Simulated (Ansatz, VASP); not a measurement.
# Two plane-wave programs on PtS2

```
Pt S
1.0
     3.55262    0.00000    0.00000
    -1.77631    3.07666    0.00000
     0.00000    0.00000    5.12283
Pt S
1 2
Direct
  0.00000 0.00000 0.00000
  0.33333 0.66667 0.23925
  0.66667 0.33333 0.76075
```

Alike in both runs: task single point; functional PBE; k mesh 6 × 6 × 4; no spin polarisation.

```csv
,VASP,Ansatz
version,VASP 6.6.1,Ansatz 0.2.0
potentials or method,"VASP PAW PBE potentials, release 64 (Pt, S)","plane waves, PAW"
plane-wave cutoff (eV),500,420
occupations,"gaussian, width 0.01 eV",fixed
valence electrons in the cell,22,30
```

VASP gave:

```
gap on the k mesh at the Fermi level (eV) : 0.85
```

**Question.** Estimate Ansatz's values.

**Answer.** gap on the k mesh at the Fermi level (eV): 0.84.

VASP's potentials hold 22 valence electrons a cell and Ansatz's 30, so a difference there can come from the potentials and not from the codes.

Spin-orbit coupling is off throughout.
